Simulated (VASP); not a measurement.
# SiC (P6_3mc) in VASP: notebook

Aim: see how the results for SiC move with the level of theory and the settings. Levels: PBEsol, PBE+D3(BJ), revPBE+D3(BJ), LDA. Tasks: single point.

All numbers are computed with VASP 6.6.1; they aren't measurements. Logs are shortened: lines on timing, memory, paths and dates and some standing lists are left out, and cuts for length are marked.

## Step 1: The cell of the first run

Symmetry: P6_3mc, No. 186, hexagonal system. Conventional cell: a = 3.034 Å, b = 3.034 Å, c = 9.935 Å, α = 90.00°, β = 90.00°, γ = 120.00°. Si (site symmetry 3m) has 4 C at 1.86 Å within 2.5 Å. Si (site symmetry 3m) has 4 C at 1.86 to 1.87 Å within 2.5 Å. C (site symmetry 3m) has 4 Si at 1.86 Å within 2.5 Å. Within 2.5 Å of C (site symmetry 3m) lie 4 Si at 1.86 to 1.87 Å.

## Step 2: Single point, PBEsol

Input file INCAR:

```
SYSTEM = SiC
ALGO = Normal
EDIFF = 1E-7
ENCUT = 520
GGA = PS
ISIF = 2
ISMEAR = -1
LASPH = .TRUE.
LCHARG = .FALSE.
LREAL = .FALSE.
LWAVE = .FALSE.
NBANDS = 26
NELM = 80
PREC = Accurate
SIGMA = 0.05
```

Input file KPOINTS:

```
k-points
0
G
  10 10 3
  0 0 0
```

Input file POSCAR:

```
SiC
1.0
    3.0341256196      0.0000000000      0.0000000000
   -1.5170628097      2.6276298648      0.0000000000
    0.0000000000      0.0000000000      9.9345399781
Si C
4 4
Direct
    0.0000000000      0.0000000000      0.1878943800
    0.0000000000      0.0000000000      0.6878943800
    0.3333333333      0.6666666667      0.4378419800
    0.6666666667      0.3333333333      0.9378419800
    0.0000000000      0.0000000000      0.0004600500
    0.0000000000      0.0000000000      0.5004600500
    0.3333333333      0.6666666667      0.2498025900
    0.6666666667      0.3333333333      0.7498025900
```

Potentials or basis: VASP PAW PBE potentials, release 64 (Si, C).

Command:

```bash
> cat potpaw_PBE.64/Si/POTCAR potpaw_PBE.64/C/POTCAR > POTCAR
> mpirun -np 1 vasp_std > vasp.out
```

OUTCAR:

```text
SYSTEM = SiC
   EDIFF = 1E-7
   ENCUT = 520
   GGA = PS
   ISIF = 2
   ISMEAR = -1
   LASPH = .TRUE.
   LREAL = .FALSE.
   NELM = 80
   PREC = Accurate

 ion  position               nearest neighbor table
   1  0.000  0.000  0.188-   7 1.86   7 1.86   7 1.86   5 1.86   3 3.04   3 3.04   3 3.04   4 3.04
                             4 3.04   4 3.04
   2  0.000  0.000  0.688-   8 1.86   8 1.86   8 1.86   6 1.86   4 3.04   4 3.04   4 3.04   3 3.04
                             3 3.04   3 3.04
   3  0.333  0.667  0.438-   6 1.86   6 1.86   6 1.86   7 1.87   1 3.04   1 3.04   1 3.04   2 3.04
                             2 3.04   2 3.04
   4  0.667  0.333  0.938-   5 1.86   5 1.86   5 1.86   8 1.87   2 3.04   2 3.04   2 3.04   1 3.04
                             1 3.04   1 3.04
   5  0.000  0.000  0.000-   4 1.86   4 1.86   4 1.86   1 1.86
   6  0.000  0.000  0.500-   3 1.86   3 1.86   3 1.86   2 1.86
   7  0.333  0.667  0.250-   1 1.86   1 1.86   1 1.86   3 1.87
   8  0.667  0.333  0.750-   2 1.86   2 1.86   2 1.86   4 1.87

  LATTYP: Found a hexagonal cell.
 ALAT       =     3.0341256196
 C/A-ratio  =     3.2742678530

  Lattice vectors:

 A1 = (   3.0341256196,   0.0000000000,   0.0000000000)
 A2 = (  -1.5170628097,   2.6276298648,   0.0000000000)
 A3 = (   0.0000000000,   0.0000000000,   9.9345399781)

Analysis of symmetry for initial positions (statically):
=====================================================================
 Subroutine PRICEL returns:
 Original cell was already a primitive cell.

 Routine SETGRP: Setting up the symmetry group for a
 hexagonal supercell.

 Subroutine GETGRP returns: Found 12 space group operations
 (whereof  6 operations were pure point group operations)
 out of a pool of 24 trial point group operations.

The static configuration has the point symmetry C_3v.
 The point group associated with its full space group is C_6v.

Analysis of symmetry for dynamics (positions and initial velocities):
=====================================================================
 Subroutine PRICEL returns:
 Original cell was already a primitive cell.

 Routine SETGRP: Setting up the symmetry group for a
 hexagonal supercell.

 Subroutine GETGRP returns: Found 12 space group operations
 (whereof  6 operations were pure point group operations)
 out of a pool of 24 trial point group operations.

The dynamic configuration has the point symmetry C_3v.
 The point group associated with its full space group is C_6v.

 Subroutine INISYM returns: Found 12 space group operations
 (whereof  6 operations are pure point group operations),
 and found     1 'primitive' translations

----------------------------------------------------------------------------------------

                                     Primitive cell

  volume of cell :      79.2037

  direct lattice vectors                    reciprocal lattice vectors
     3.034125620  0.000000000  0.000000000     0.329584244  0.190285552  0.000000000
    -1.517062810  2.627629865  0.000000000     0.000000000  0.380571105  0.000000000
     0.000000000  0.000000000  9.934539978     0.000000000  0.000000000  0.100658913

  length of vectors
     3.034125620  3.034125620  9.934539978     0.380571105  0.380571105  0.100658913

  position of ions in fractional coordinates (direct lattice)
     0.000000000  0.000000000  0.187894380
     0.000000000  0.000000000  0.687894380
     0.333333333  0.666666667  0.437841980
     0.666666667  0.333333333  0.937841980
     0.000000000  0.000000000  0.000460050
     0.000000000  0.000000000  0.500460050
     0.333333333  0.666666667  0.249802590
     0.666666667  0.333333333  0.749802590

  ion indices of the primitive-cell ions
   primitive index   ion index
                 1           1
                 2           2
                 3           3
                 4           4
                 5           5
                 6           6
                 7           7
                 8           8

----------------------------------------------------------------------------------------

 KPOINTS: k-points

Automatic generation of k-mesh.
 Grid dimensions read from file:
 generate k-points for:   10   10    3

 Generating k-lattice:

  Cartesian coordinates                     Fractional coordinates (reciprocal lattice)
     0.032958424  0.019028555  0.000000000     0.100000000  0.000000000  0.000000000
     0.000000000  0.038057110  0.000000000     0.000000000  0.100000000  0.000000000
     0.000000000  0.000000000  0.033552971     0.000000000  0.000000000  0.333333333

  Length of vectors
     0.038057110  0.038057110  0.033552971

  Shift w.r.t. Gamma in fractional coordinates (k-lattice)
     0.000000000  0.000000000  0.000000000

 Subroutine IBZKPT returns following result:
 ===========================================

 Found     28 irreducible k-points:

 Following reciprocal coordinates:
            Coordinates               Weight
  0.000000  0.000000  0.000000      1.000000
  0.100000  0.000000  0.000000      6.000000
  0.200000  0.000000  0.000000      6.000000
  0.300000  0.000000  0.000000      6.000000
  0.400000  0.000000  0.000000      6.000000
  0.500000  0.000000  0.000000      3.000000
[... 16 lines left out ...]
  0.300000  0.100000  0.333333     24.000000
  0.400000  0.100000  0.333333     24.000000
 [... further k-points ...]
   k-points           NKPTS =     28   k-points in BZ     NKDIM =     28   number of bands    NBANDS=     26
   number of dos      NEDOS =    301   number of ions     NIONS =      8
   total plane-waves  NPLWV =  46080
   dimension x,y,z NGX =    24 NGY =   24 NGZ =   80
   dimension x,y,z NGXF=    48 NGYF=   48 NGZF=  160
   ions per type =               4   4
   NGX,Y,Z   is equivalent  to a cutoff of  13.15, 13.15, 13.39 a.u.
   NGXF,Y,Z  is equivalent  to a cutoff of  26.30, 26.30, 26.77 a.u.
 SYSTEM =  SiC
   PREC   = accura    normal or accurate (medium, high low for compatibility)
   ISTART =      0    job   : 0-new  1-cont  2-samecut
   ICHARG =      2    charge: 1-file 2-atom 10-const
   ISPIN  =      1    spin polarized calculation?
   LNONCOLLINEAR =      F non collinear calculations
   LSORBIT =      F    spin-orbit coupling
   LASPH  =      T    aspherical Exc in radial PAW
   ENCUT  =  520.0 eV  38.22 Ry    6.18 a.u.   5.64  5.64 18.47*2*pi/ulx,y,z
   NELM   =     80;   NELMIN=  2; NELMDL= -5     # of ELM steps
   EDIFF  = 0.1E-06   stopping-criterion for ELM
   LREAL  =      F    real-space projection
   EDIFFG = 0.1E-05   stopping-criterion for IOM
   NSW    =      0    number of steps for IOM
   IBRION =     -1    ionic relax: 0-MD 1-quasi-New 2-CG
   NFREE  =      0    steps in history (QN), initial steepest desc. (CG)
   ISIF   =      2    stress and relaxation
   ISYM   =      2    0-nonsym 1-usesym 2-fastsym
   POTIM  = 0.5000    time-step for ionic-motion
   TEBEG  =    0.0;   TEEND  =   0.0 temperature during run
   PSTRESS=    0.0 pullay stress
   NELECT =      32.0000    total number of electrons
   NUPDOWN=      -1.0000    fix difference up-down
   EMIN   =  10.00;   EMAX   =-10.00  energy-range for DOS
   EFERMI =   0.00;   METHOD = LEGACY
   ISMEAR =    -1;   SIGMA  =   0.05  broadening in eV -4-tet -1-fermi 0-gaus
   EFERMI_NEDOS =   21; number of points for ismear=-14 and -15
   IALGO  =     38    algorithm
   IMIX   =      4    mixing-type and parameters
     AMIX     =   0.40;   BMIX     =  1.00
     AMIX_MAG =   1.60;   BMIX_MAG =  1.00
  volume/ion in A,a.u.               =       9.90        66.81
  Fermi-wavevector in a.u.,A,eV,Ry     =   1.210253  2.287047 19.928635  1.464713
  Thomas-Fermi vector in A             =   2.345806
   LORBIT       =      0    0 simple, 1 ext, 2 COOP (PROOUT), +10 PAW based schemes
   GGA     = PS    functional components
   LHFCALC =     F    Hartree Fock is set to
   AEXX    =    0.0000 exact exchange contribution
   IVDW    =     0    specifies the selected vdW correction
   LEPSILON=     F    determine dielectric tensor
   LRPA    =     F    only Hartree local field effects (RPA)
 non-spin polarized calculation
  energy-cutoff  :      520.00
  volume of cell :       79.20
 maximum number of plane-waves:      2161
 NGX is ok and might be reduce to    24
   NGX = 11   NGY = 11   NGZ = 37

 number of electron      31.9999998 magnetization

 Free energy of the ion-electron system (eV)
  ---------------------------------------------------
  ext. energy  EPLUGINS =         0.00000000
  ---------------------------------------------------
  free energy    TOTEN  =       -63.55404297 eV

  energy without entropy =      -63.55404297  energy(sigma->0) =      -63.55404297

 E-fermi :   9.6643     XC(G=0): -11.6925

 val. band max:        8.6282310569   @ k =   0.0000   0.0000   0.0000
 cond. band min:      10.7432553995   @ k =   0.5000   0.0000   0.0000
 fundamental gap:      2.1150243426
 Fermi energy:         9.6643068202

 k-point     1 :       0.0000    0.0000    0.0000
  band No.  band energies     occupation
      1      -7.2268      2.00000
      2      -6.0021      2.00000
      3      -5.9630      2.00000
      4      -3.4568      2.00000
      5      -0.2990      2.00000
      6       4.1384      2.00000
[... 18 lines left out ...]
     25      16.2757      0.00000
     26      16.8487      0.00000

 k-point     2 :       0.1000    0.0000    0.0000
  band No.  band energies     occupation
      1      -7.0464      2.00000
      2      -5.8275      2.00000
      3      -5.7875      2.00000
      4      -3.3047      2.00000
      5      -0.1303      2.00000
      6       4.1975      2.00000
[... 18 lines left out ...]
     25      16.3985      0.00000
     26      16.7121      0.00000

 k-point     3 :       0.2000    0.0000    0.0000
  band No.  band energies     occupation
      1      -6.5115      2.00000
      2      -5.3123      2.00000
      3      -5.2694      2.00000
      4      -2.8687      2.00000
      5       0.3570      2.00000
      6       3.9785      2.00000
[... 572 lines left out ...]
 k-point    23 :       0.3000    0.1000    0.3333
  band No.  band energies     occupation
      1      -4.8526      2.00000
      2      -4.4694      2.00000
      3      -3.0733      2.00000
      4      -2.2870      2.00000
      5       1.1679      2.00000
      6       1.4526      2.00000
[... 18 lines left out ...]
     25      17.1316      0.00000
     26      18.1956      0.00000

 k-point    24 :       0.4000    0.1000    0.3333
  band No.  band energies     occupation
      1      -3.7249      2.00000
      2      -3.4188      2.00000
      3      -2.4682      2.00000
      4      -2.0825      2.00000
      5       0.2413      2.00000
      6       0.6345      2.00000
[... 18 lines left out ...]
     25      16.8000      0.00000
     26      17.6724      0.00000

 [... further k-points ...]
[... 5 lines left out ...]
  --------------------------------------------------------------------------------------
  -------------------------------------------------------------------------------------
  Total        5.3547871      5.3547871      5.2185320      0.0000000      0.0000000      0.0000000
  in kB      108.3196577    108.3196577    105.5634143      0.0000000      0.0000000      0.0000000
  external PRESSURE =     107.4009099 kB  Pullay stress =       0.0000000 kB

 VOLUME and BASIS-vectors are now :
 -----------------------------------------------------------------------------
  energy-cutoff  :      520.00
  volume of cell :       79.20
      direct lattice vectors                 reciprocal lattice vectors
     3.034125620  0.000000000  0.000000000     0.329584244  0.190285552  0.000000000
    -1.517062810  2.627629865  0.000000000     0.000000000  0.380571105  0.000000000
     0.000000000  0.000000000  9.934539978     0.000000000  0.000000000  0.100658913

 POSITION                                       TOTAL-FORCE (eV/Angst)
 -----------------------------------------------------------------------------------
      0.00000      0.00000      1.86664        -0.000000      0.000000      0.008585
      0.00000      0.00000      6.83391        -0.000000     -0.000000      0.008585
     -0.00000      1.75175      4.34976        -0.000000      0.000000     -0.018706
      1.51706      0.87588      9.31703         0.000000     -0.000000     -0.018706
      0.00000      0.00000      0.00457        -0.000000     -0.000000     -0.000902
      0.00000      0.00000      4.97184         0.000000      0.000000     -0.000902
     -0.00000      1.75175      2.48167        -0.000000      0.000000      0.011023
      1.51706      0.87588      7.44894         0.000000     -0.000000      0.011023
 -----------------------------------------------------------------------------------
    total drift:                               -0.000000     -0.000000      0.000153

  FREE ENERGIE OF THE ION-ELECTRON SYSTEM (eV)
  ---------------------------------------------------
  free  energy   TOTEN  =       -63.5540429675 eV

  energy  without entropy=      -63.5540429674  energy(sigma->0) =      -63.55404297
```

Run time: 97 s. Hardware: 1 thread of Intel Xeon 8259CL, shared host; peak memory 0.21 GiB.

What came out:

- Free energy: -63.5540 eV
- Pressure: 10.7 GPa
- Largest force: 0.019 eV/Å
- Band gap on the k mesh: 2.12 eV, indirect (least direct gap 3.25 eV)

Forces in eV/Å, atoms in the order of the input:
```
Si   0.000  0.000  0.009
Si   0.000  0.000  0.009
Si   0.000  0.000 -0.019
Si   0.000  0.000 -0.019
C    0.000  0.000 -0.001
C    0.000  0.000 -0.001
C    0.000  0.000  0.011
C    0.000  0.000  0.011
```

Stress tensor (GPa, compression positive):
```
10.83  0.00  0.00
 0.00 10.83  0.00
 0.00  0.00 10.56
```

Caveat: the PAW data sets were made with another functional, which shifts forces and pressure a little. A hybrid or GW would open this gap; PBEsol tends to underestimate it.

[end of part 1 of 3]
